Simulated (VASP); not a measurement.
# Al (P6_3/mmc) in VASP: further runs

Al is run at these levels: LDA; tasks: single point.

Program: VASP 6.6.1. These are calculated values, not measurements. Logs are shortened: lines on timing, memory, paths and dates and some standing lists are left out, and cuts for length are marked.

### Step 1. The cell of the first run

The structure is hexagonal, space group P6_3/mmc (No. 194). The conventional cell has a = 2.812 Å, b = 2.812 Å, c = 4.867 Å, α = 90.00°, β = 90.00°, γ = 120.00°. Within 3.7 Å of Al (site symmetry -6m2) lie 12 Al at 2.81 to 2.93 Å.

This isn't the form of Al at room conditions, which is fcc.

### Step 2. Single point, LDA

Input file INCAR:

```
ALGO = Normal
EDIFF = 1E-6
ENCUT = 500
GGA = CA
GGA_COMPAT = F
ISIF = 2
ISMEAR = 1
LASPH = T
LCHARG = F
LREAL = F
LWAVE = F
NBANDS = 10
NELM = 120
PREC = Accurate
SIGMA = 0.15
```

Input file KPOINTS:

```
k-points
0
Gamma
  11 11 6
```

Input file POSCAR:

```
Al
1.0
    2.8124553500      0.0000000000      0.0000000000
   -1.4062276800      2.4356577800      0.0000000000
    0.0000000000      0.0000000000      4.8668500000
Al
2
Direct
    0.6666666667      0.3333333333      0.7500000000
    0.3333333333      0.6666666667      0.2500000000
```

Potentials or basis: VASP PAW LDA potentials, release 64 (Al).

Run with:

```sh
> cat potpaw_LDA.64/Al/POTCAR > POTCAR
> mpirun -np 1 vasp_std > vasp.out
```

OUTCAR:

```text
EDIFF = 1E-6
   ENCUT = 500
   GGA = CA
   ISIF = 2
   ISMEAR = 1
   LASPH = T
   LREAL = F
   NELM = 120
   PREC = Accurate

 ion  position               nearest neighbor table
   1  0.667  0.333  0.750-   2 2.93   2 2.93   2 2.93   2 2.93   2 2.93   2 2.93
   2  0.333  0.667  0.250-   1 2.93   1 2.93   1 2.93   1 2.93   1 2.93   1 2.93

  LATTYP: Found a hexagonal cell.
 ALAT       =     2.8124553500
 C/A-ratio  =     1.7304630276

  Lattice vectors:

 A1 = (   2.8124553500,   0.0000000000,   0.0000000000)
 A2 = (  -1.4062276800,   2.4356577800,   0.0000000000)
 A3 = (   0.0000000000,   0.0000000000,   4.8668500000)

Analysis of symmetry for initial positions (statically):
=====================================================================
 Subroutine PRICEL returns:
 Original cell was already a primitive cell.

 Routine SETGRP: Setting up the symmetry group for a
 hexagonal supercell.

 Subroutine GETGRP returns: Found 24 space group operations
 (whereof 12 operations were pure point group operations)
 out of a pool of 24 trial point group operations.

The static configuration has the point symmetry D_3d.
 The point group associated with its full space group is D_6h.

Analysis of symmetry for dynamics (positions and initial velocities):
=====================================================================
 Subroutine PRICEL returns:
 Original cell was already a primitive cell.

 Routine SETGRP: Setting up the symmetry group for a
 hexagonal supercell.

 Subroutine GETGRP returns: Found 24 space group operations
 (whereof 12 operations were pure point group operations)
 out of a pool of 24 trial point group operations.

The dynamic configuration has the point symmetry D_3d.
 The point group associated with its full space group is D_6h.

 Subroutine INISYM returns: Found 24 space group operations
 (whereof 12 operations are pure point group operations),
 and found     1 'primitive' translations

----------------------------------------------------------------------------------------

                                     Primitive cell

  volume of cell :      33.3388

  direct lattice vectors                    reciprocal lattice vectors
     2.812455350  0.000000000  0.000000000     0.355561200  0.205283355  0.000000000
    -1.406227680  2.435657780  0.000000000     0.000000000  0.410566709  0.000000000
     0.000000000  0.000000000  4.866850000     0.000000000  0.000000000  0.205471712

  length of vectors
     2.812455350  2.812455352  4.866850000     0.410566710  0.410566709  0.205471712

  position of ions in fractional coordinates (direct lattice)
     0.666666667  0.333333333  0.750000000
     0.333333333  0.666666667  0.250000000

  ion indices of the primitive-cell ions
   primitive index   ion index
                 1           1
                 2           2

----------------------------------------------------------------------------------------

 KPOINTS: k-points

Automatic generation of k-mesh.
 Grid dimensions read from file:
 generate k-points for:   11   11    6

 Generating k-lattice:

  Cartesian coordinates                     Fractional coordinates (reciprocal lattice)
     0.032323745  0.018662123  0.000000000     0.090909091  0.000000000  0.000000000
     0.000000000  0.037324246  0.000000000     0.000000000  0.090909091  0.000000000
     0.000000000  0.000000000  0.034245285     0.000000000  0.000000000  0.166666667

  Length of vectors
     0.037324246  0.037324246  0.034245285

  Shift w.r.t. Gamma in fractional coordinates (k-lattice)
     0.000000000  0.000000000  0.000000000

 Subroutine IBZKPT returns following result:
 ===========================================

 Found     64 irreducible k-points:

 Following reciprocal coordinates:
            Coordinates               Weight
  0.000000  0.000000  0.000000      1.000000
  0.090909  0.000000  0.000000      6.000000
  0.181818  0.000000  0.000000      6.000000
  0.272727  0.000000  0.000000      6.000000
  0.363636  0.000000  0.000000      6.000000
  0.454545  0.000000  0.000000      6.000000
[... 16 lines left out ...]
  0.090909  0.090909  0.166667     12.000000
  0.181818  0.090909  0.166667     24.000000
 [... further k-points ...]
   k-points           NKPTS =     64   k-points in BZ     NKDIM =     64   number of bands    NBANDS=     10
   number of dos      NEDOS =    301   number of ions     NIONS =      2
   total plane-waves  NPLWV =  20736
   dimension x,y,z NGX =    24 NGY =   24 NGZ =   36
   dimension x,y,z NGXF=    48 NGYF=   48 NGZF=   72
   ions per type =               2
   NGX,Y,Z   is equivalent  to a cutoff of  14.19, 14.19, 12.30 a.u.
   NGXF,Y,Z  is equivalent  to a cutoff of  28.37, 28.37, 24.59 a.u.
 SYSTEM =  unknown system
   PREC   = accura    normal or accurate (medium, high low for compatibility)
   ISTART =      0    job   : 0-new  1-cont  2-samecut
   ICHARG =      2    charge: 1-file 2-atom 10-const
   ISPIN  =      1    spin polarized calculation?
   LNONCOLLINEAR =      F non collinear calculations
   LSORBIT =      F    spin-orbit coupling
   LASPH  =      T    aspherical Exc in radial PAW
   ENCUT  =  500.0 eV  36.75 Ry    6.06 a.u.   5.13  5.13  8.87*2*pi/ulx,y,z
   NELM   =    120;   NELMIN=  2; NELMDL= -5     # of ELM steps
   EDIFF  = 0.1E-05   stopping-criterion for ELM
   LREAL  =      F    real-space projection
   EDIFFG = 0.1E-04   stopping-criterion for IOM
   NSW    =      0    number of steps for IOM
   IBRION =     -1    ionic relax: 0-MD 1-quasi-New 2-CG
   NFREE  =      0    steps in history (QN), initial steepest desc. (CG)
   ISIF   =      2    stress and relaxation
   ISYM   =      2    0-nonsym 1-usesym 2-fastsym
   POTIM  = 0.5000    time-step for ionic-motion
   TEBEG  =    0.0;   TEEND  =   0.0 temperature during run
   PSTRESS=    0.0 pullay stress
   NELECT =       6.0000    total number of electrons
   NUPDOWN=      -1.0000    fix difference up-down
   EMIN   =  10.00;   EMAX   =-10.00  energy-range for DOS
   EFERMI =   0.00;   METHOD = LEGACY
   ISMEAR =     1;   SIGMA  =   0.15  broadening in eV -4-tet -1-fermi 0-gaus
   EFERMI_NEDOS =   21; number of points for ismear=-14 and -15
   IALGO  =     38    algorithm
   IMIX   =      4    mixing-type and parameters
     AMIX     =   0.40;   BMIX     =  1.00
     AMIX_MAG =   1.60;   BMIX_MAG =  1.00
  volume/ion in A,a.u.               =      16.67       112.49
  Fermi-wavevector in a.u.,A,eV,Ry     =   0.924291  1.746656 11.623640  0.854313
  Thomas-Fermi vector in A             =   2.050021
   LORBIT       =      0    0 simple, 1 ext, 2 COOP (PROOUT), +10 PAW based schemes
   GGA     = CA    functional components
   LHFCALC =     F    Hartree Fock is set to
   AEXX    =    0.0000 exact exchange contribution
   IVDW    =     0    specifies the selected vdW correction
   LEPSILON=     F    determine dielectric tensor
   LRPA    =     F    only Hartree local field effects (RPA)
 non-spin polarized calculation
 Methfessel and Paxton  Order N= 1 SIGMA  =   0.15
  energy-cutoff  :      500.00
  volume of cell :       33.34
 maximum number of plane-waves:       860
 NGX is ok and might be reduce to    24
   NGX = 11   NGY = 11   NGZ = 17

 number of electron       6.0000000 magnetization

 Free energy of the ion-electron system (eV)
  ---------------------------------------------------
  ext. energy  EPLUGINS =         0.00000000
  ---------------------------------------------------
  free energy    TOTEN  =        -8.30797196 eV

  energy without entropy =       -8.30979202  energy(sigma->0) =       -8.30857865

 E-fermi :   7.7144     XC(G=0): -10.3052

 val. band max:        7.6458522488   @ k =   0.4545   0.0000   0.0000
 cond. band min:       7.8429356731   @ k =   0.3636   0.2727   0.5000
 fundamental gap:      0.1970834243
 Fermi energy:         7.7143995794

 k-point     1 :       0.0000    0.0000    0.0000
  band No.  band energies     occupation
      1      -3.3494      2.00000
      2       2.6035      2.00000
      3       2.9035      2.00000
      4      18.8122      0.00000
      5      18.9889      0.00000
      6      18.9889      0.00000
      7      19.2868      0.00000
      8      19.2868      0.00000
      9      19.8968      0.00000
     10      22.3287      0.00000

 k-point     2 :       0.0909    0.0000    0.0000
  band No.  band energies     occupation
      1      -3.1438      2.00000
      2       2.8052      2.00000
      3       3.0953      2.00000
      4      15.9806      0.00000
      5      17.3832      0.00000
      6      18.3810      0.00000
      7      19.7591      0.00000
      8      19.9673      0.00000
      9      21.2121      0.00000
     10      21.3512      0.00000

 k-point     3 :       0.1818    0.0000    0.0000
  band No.  band energies     occupation
      1      -2.5288      2.00000
      2       3.4049      2.00000
      3       3.6708      2.00000
      4      12.5674      0.00000
      5      15.9901      0.00000
      6      16.9950      0.00000
      7      18.0351      0.00000
      8      18.3194      0.00000
      9      20.7069      0.00000
     10      20.7200      0.00000

 k-point     4 :       0.2727    0.0000    0.0000
  band No.  band energies     occupation
      1      -1.5102      2.00000
      2       4.3803      2.00000
      3       4.6293      2.00000
      4       9.3961     -0.00000
      5      14.5915      0.00000
      6      14.9472      0.00000
      7      15.2145      0.00000
      8      16.6572      0.00000
      9      19.7975      0.00000
     10      20.7684      0.00000

 k-point     5 :       0.3636    0.0000    0.0000
  band No.  band energies     occupation
      1      -0.0972      2.00000
      2       5.5121      2.00000
      3       5.9670      2.00000
      4       6.7550      2.00000
      5      12.0385      0.00000
      6      12.3765      0.00000
      7      14.2537      0.00000
      8      15.8536      0.00000
      9      19.1857      0.00000
     10      19.9915      0.00000

 k-point     6 :       0.4545    0.0000    0.0000
  band No.  band energies     occupation
      1       1.6949      2.00000
      2       3.8386      2.00000
      3       7.5880      2.00031
      4       7.6459      1.69113
      5       9.7345     -0.00000
      6       9.9377     -0.00000
      7      13.9075      0.00000
      8      15.4530      0.00000
      9      18.8807      0.00000
     10      19.6010      0.00000
[... 183 lines left out ...]
 k-point    21 :       0.3636    0.0000    0.1667
  band No.  band energies     occupation
      1       0.0718      2.00000
      2       4.0392      2.00000
      3       6.5643      2.00000
      4       8.0582     -0.00558
      5      10.5337     -0.00000
      6      14.1213      0.00000
      7      14.4003      0.00000
      8      15.9711      0.00000
      9      17.9132      0.00000
     10      19.1782      0.00000

 k-point    22 :       0.4545    0.0000    0.1667
  band No.  band energies     occupation
      1       1.8609      2.00000
      2       3.9819      2.00000
      3       5.9099      2.00000
      4       7.9227     -0.06437
      5       9.8391     -0.00000
      6      11.8147      0.00000
      7      14.0541      0.00000
      8      15.5865      0.00000
      9      17.5733      0.00000
     10      19.3789      0.00000

 k-point    23 :       0.0909    0.0909    0.1667
  band No.  band energies     occupation
      1      -2.5613      2.00000
      2       1.5080      2.00000
      3       5.4808      2.00000
      4      14.4147      0.00000
      5      14.5755      0.00000
      6      16.8309      0.00000
      7      18.1970      0.00000
      8      18.2701      0.00000
      9      20.6593      0.00000
     10      20.9765      0.00000

 k-point    24 :       0.1818    0.0909    0.1667
  band No.  band energies     occupation
      1      -1.7455      2.00000
      2       2.3002      2.00000
      3       6.2376      2.00000
      4      11.2281      0.00000
      5      13.1948      0.00000
      6      15.0481      0.00000
      7      16.8738      0.00000
      8      17.4702      0.00000
      9      18.8753      0.00000
     10      20.0924      0.00000

 [... further k-points ...]

------------------------ aborting loop because EDIFF is reached ----------------------------------------

  FORCE on cell =-STRESS in cart. coord.  units (eV):
  Direction    XX          YY          ZZ          XY          YZ          ZX
  --------------------------------------------------------------------------------------
  -------------------------------------------------------------------------------------
  Total       -0.3438444     -0.3438444     -1.1821813      0.0000000     -0.0000000      0.0000000
  in kB      -16.5242828    -16.5242828    -56.8126187      0.0000000     -0.0000000      0.0000000
  external PRESSURE =     -29.9537281 kB  Pullay stress =       0.0000000 kB

 VOLUME and BASIS-vectors are now :
 -----------------------------------------------------------------------------
  energy-cutoff  :      500.00
  volume of cell :       33.34
      direct lattice vectors                 reciprocal lattice vectors
     2.812455350  0.000000000  0.000000000     0.355561200  0.205283355  0.000000000
    -1.406227680  2.435657780  0.000000000     0.000000000  0.410566709  0.000000000
     0.000000000  0.000000000  4.866850000     0.000000000  0.000000000  0.205471712

 POSITION                                       TOTAL-FORCE (eV/Angst)
 -----------------------------------------------------------------------------------
      1.40623      0.81189      3.65014        -0.000000      0.000000      0.000000
     -0.00000      1.62377      1.21671         0.000000     -0.000000      0.000000
 -----------------------------------------------------------------------------------
    total drift:                               -0.000000      0.000000     -0.000000

  FREE ENERGIE OF THE ION-ELECTRON SYSTEM (eV)
  ---------------------------------------------------
  free  energy   TOTEN  =        -8.3079719571 eV

  energy  without entropy=       -8.3097920226  energy(sigma->0) =       -8.30857865
```

Wall time 12 s (1 thread of AMD EPYC 7R43 (Zen 3), shared host); peak memory 0.1 GiB.

What came out:

```yaml
Free_energy: -8.3080 eV
Pressure: -3.0 GPa
Band_gap_on_the_k_mesh: zero (bands 3 and 4 overlap by 6.40 eV)
```

Levels at points of the mesh, in eV from the Fermi level:
| k point | band 1 | band 2 | band 3 | band 4 | band 5 | band 6 |
| --- | --- | --- | --- | --- | --- | --- |
| (0.00, 0.00, 0.00) | -11.06 | -5.11 | -4.81 | 11.10 | 11.27 | 11.27 |
| (0.00, 0.00, 0.50) | -9.52 | -9.52 | 2.34 | 2.34 | 12.37 | 12.37 |

### Step 3. Single point, LDA

Changes to INCAR since step 2:

```diff
@@ -3,3 +3,2 @@
 ENCUT = 500
-GGA = CA
 GGA_COMPAT = F
```

KPOINTS is that of step 2.

POSCAR is that of step 2.

Potentials or basis: VASP PAW LDA potentials, release 64 (Al).

Run with:

```sh
> cat potpaw_LDA.64/Al/POTCAR > POTCAR
> mpirun -np 1 vasp_std > vasp.out
```

Wall time 11 s (1 thread of AMD EPYC 7R43 (Zen 3), shared host); peak memory 0.1 GiB.

It converged, with:

```yaml
Free_energy: -8.3080 eV
Pressure: -3.0 GPa
Band_gap_on_the_k_mesh: zero (bands 3 and 4 overlap by 6.40 eV)
```

Stress tensor (GPa, compression positive):
```
-1.65  0.00  0.00
 0.00 -1.65  0.00
 0.00  0.00 -5.68
```

Levels at points of the mesh, in eV from the Fermi level:
```csv
k point,band 1,band 2,band 3,band 4,band 5,band 6,band 7
"(0.00, 0.00, 0.00)",-11.06,-5.11,-4.81,11.10,11.27,11.27,11.57
"(0.00, 0.00, 0.50)",-9.52,-9.52,2.34,2.34,12.37,12.37,12.37
```

The gap in the log of VASP goes by the Fermi energy; the results here count the filled bands.